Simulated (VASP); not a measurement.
Crystal: NiO.

```
Ni O
1.0
     0.00000    2.12681    2.12681
     2.12681    0.00000    2.12681
     2.12681    2.12681    0.00000
Ni O
1 1
Direct
  0.00000 0.00000 0.00000
  0.50000 0.50000 0.50000
```

Base run:

* Program: VASP 6.6.1
* Functional: PBEsol
* Dispersion: D3(BJ)
* Potentials or basis: VASP PAW PBE potentials, release 64 (Ni, O)
* Cutoff: 520 eV
* k mesh: 11 × 11 × 11
* Occupations: fermi-dirac, width 0.05 eV
* Spin: collinear spin, ferromagnetic start
* Starting moments: [1.0, 0.0] μB

Its results: pressure -18.9 GPa; net moment 1.59 μB per cell; site moments Ni +1.31; O +0.24 μB.

Q: After a change of settings the same cell gave: pressure -5.2 GPa; net moment 1.84 μB per cell; site moments Ni +1.51; O +0.29 μB. Which change was it?
A. functional from PBEsol to BLYP; dispersion from D3(BJ) to D4
B. functional from PBEsol to r2SCAN; dispersion from D3(BJ) to D4
C. functional from PBEsol to b88 exchange, pbe correlation; dispersion from D3(BJ) to none; cutoff from 520 eV to 600 eV

A: C.

Caveats: the cell stands under tension; the PAW data sets were made with another functional, which shifts forces and pressure a little; a cell with one magnetic atom can't hold antiferromagnetic order, which such compounds often take.
